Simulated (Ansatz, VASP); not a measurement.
# Two plane-wave programs on Mg3CdTe4

```
Mg Cd Te
1.0
     6.60070    0.00000    0.00000
     0.00000    6.60070    0.00000
     0.00000    0.00000    6.60070
Mg Cd Te
3 1 4
Direct
  0.00000 0.00000 0.50000
  0.00000 0.50000 0.00000
  0.50000 0.00000 0.00000
  0.50000 0.50000 0.50000
  0.75313 0.75313 0.75313
  0.75313 0.24687 0.24687
  0.24687 0.75313 0.24687
  0.24687 0.24687 0.75313
```

Alike in both runs: functional PBE; k mesh 4 × 4 × 4; occupations gaussian, width 0.02 eV; no spin polarisation.

Ansatz relaxed the structure, and its values are those at the end. VASP's run is a single point on that final structure, the one shown.

|  | VASP | Ansatz |
| --- | --- | --- |
| version | VASP 6.6.1 | Ansatz 0.2.0 |
| potentials or method | VASP PAW PBE potentials, release 64 (Mg, Cd, Te), cutoff 520 eV | scalar-relativistic, plane waves, PAW |
| valence electrons in the cell | 42 | 114 |

```tsv
	VASP	Ansatz	Ansatz less VASP
gap on the k mesh at the Fermi level (eV)	1.66	1.67	+0.007
least direct gap on the mesh (eV)	1.66	1.67	+0.007
pressure (GPa)	-0.9	-1.0	-0.01
rms of the force components (eV/Å)	0.002	0.004	+0.0023
```

VASP's potentials hold 42 valence electrons a cell and Ansatz's 114, so a difference there can come from the potentials and not from the codes. Ansatz's warnings: stress scf threshold loose.

Spin-orbit coupling is off throughout.
